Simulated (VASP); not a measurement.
The system is BC5.

```
B C
1.0
     2.55155    0.00000    0.00000
    -1.27578    2.20971    0.00000
     0.00000    0.00000    6.39966
B C
1 5
Direct
  0.33333 0.66667 0.00759
  0.33333 0.66667 0.25951
  0.66667 0.33333 0.33903
  0.00000 0.00000 0.66456
  0.66667 0.33333 0.58136
  0.00000 0.00000 0.89894
```

Base run:

```yaml
Program: VASP 6.6.1
Functional: PBE
Potentials_or_basis: VASP PAW PBE potentials, release 64 (B, C)
Cutoff: 520 eV
k_mesh: 11 × 11 × 4
Occupations: gaussian, width 0.1 eV
Spin: no spin polarisation
```

Its results: pressure 0.0 GPa; largest force 0.030 eV/Å.

After a change of settings the same cell gave: pressure 8.2 GPa; largest force 0.206 eV/Å. Which change was it?
A. functional from PBE to revPBE; further incar settings from ALGO = Normal; EDIFF = 1e-06; NBANDS = 20 to ALGO = Normal; EDIFF = 1e-07; NBANDS = 20
B. functional from PBE to BLYP
C. functional from PBE to RPBE; further incar settings from ALGO = Normal; EDIFF = 1e-06; NBANDS = 20 to ALGO = Normal; EDIFF = 1e-07; NBANDS = 20

B.

BLYP binds less tightly than PBE, so the same cell stands under more pressure.

Caveats: the PAW data sets were made with another functional, which shifts forces and pressure a little (some runs).
